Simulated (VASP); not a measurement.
Here is a VASP 6.6.1 calculation.

INCAR

```
ALGO = Fast
EDIFF = 1E-8
ENCUT = 520
IBRION = 8
ISIF = 2
ISMEAR = -1
LASPH = True
LCHARG = False
LREAL = False
LWAVE = False
NELM = 60
NSW = 1
PREC = Accurate
SIGMA = 0.15
```

Contents of KPOINTS:

```
k-points
0
Gamma
  12 12 12
```

The input POSCAR:

```
Ni3Ge
1.0
    3.4905407635      0.0000000000      0.0000000000
    0.0000000000      3.4905407635      0.0000000000
    0.0000000000      0.0000000000      3.4905407635
Ni Ge
3 1
Direct
    0.5000000000      0.0000000000      0.5000000000
    0.0000000000      0.5000000000      0.5000000000
    0.5000000000      0.5000000000      0.0000000000
    0.0000000000      0.0000000000      0.0000000000
```

Potentials or basis: VASP PAW LDA potentials, release 64 (Ni, Ge_d).

Run with:

```bash
$ cat potpaw_LDA.64/Ni/POTCAR potpaw_LDA.64/Ge_d/POTCAR > POTCAR
$ mpirun -np 1 vasp_std > vasp.out
```

Problem. Estimate the highest phonon frequency at Γ.

Solution. 305 cm⁻¹.

Phonon frequencies in cm⁻¹ (negative: imaginary):
```
              q point                                   frequencies
(0.000, 0.000, 0.000)  -1 -1 -1 176 176 176 200 200 200 305 305 305
```

Spin polarisation is off, so any magnetic state and its effect on volume and gap are missing.
